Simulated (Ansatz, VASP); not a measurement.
**C: VASP beside Ansatz**

```xyz
4
Lattice="0.0000 -1.7356 -1.7356 -1.7356 0.0000 -1.7356 1.7356 1.7356 -3.4712" Properties=species:S:1:pos:R:3 pbc="T T T"
C    -0.0281    0.0218   -5.2131
C     0.0281   -0.0218   -1.7293
C     0.8397    0.8896   -4.3453
C    -0.8397   -0.8896   -4.3327
```

Change from the starting cell: mode 4 frozen in at -0.037 Å, equal normal strain along x, y and z -0.0250.

Alike in both runs: task single point; functional r2SCAN; k mesh 12 × 12 × 10; occupations gaussian, width 0.05 eV; no spin polarisation.

|  | VASP | Ansatz |
| --- | --- | --- |
| version | VASP 6.6.1 | Ansatz 0.2.0 |
| potentials or method | VASP PAW PBE potentials, release 64 (C), cutoff 520 eV | scalar-relativistic, plane waves, PAW |
| valence electrons in the cell | 16 | 16 |

Ansatz gave:

| Property | Result |
| --- | --- |
| gap on the k mesh at the Fermi level (eV) | 4.57 |
| least direct gap on the mesh (eV) | 6.08 |
| pressure (GPa) | 39.2 |
| traceless stress, the component that is largest in VASP (GPa) | 0.33 |
| rms of the force components (eV/Å) | 0.299 |

Problem. Which values does VASP return?

Solution. gap on the k mesh at the Fermi level (eV): 4.54; least direct gap on the mesh (eV): 6.03; pressure (GPa): 40.7; traceless stress, the component that is largest in VASP (GPa): 0.33; rms of the force components (eV/Å): 0.298.

VASP's potentials were made for PBE, not for r2SCAN. Atom by atom the forces differ by 0.002 eV/Å (rms over components). Both programs put the cell under a high pressure, so it lies far from rest at this level.
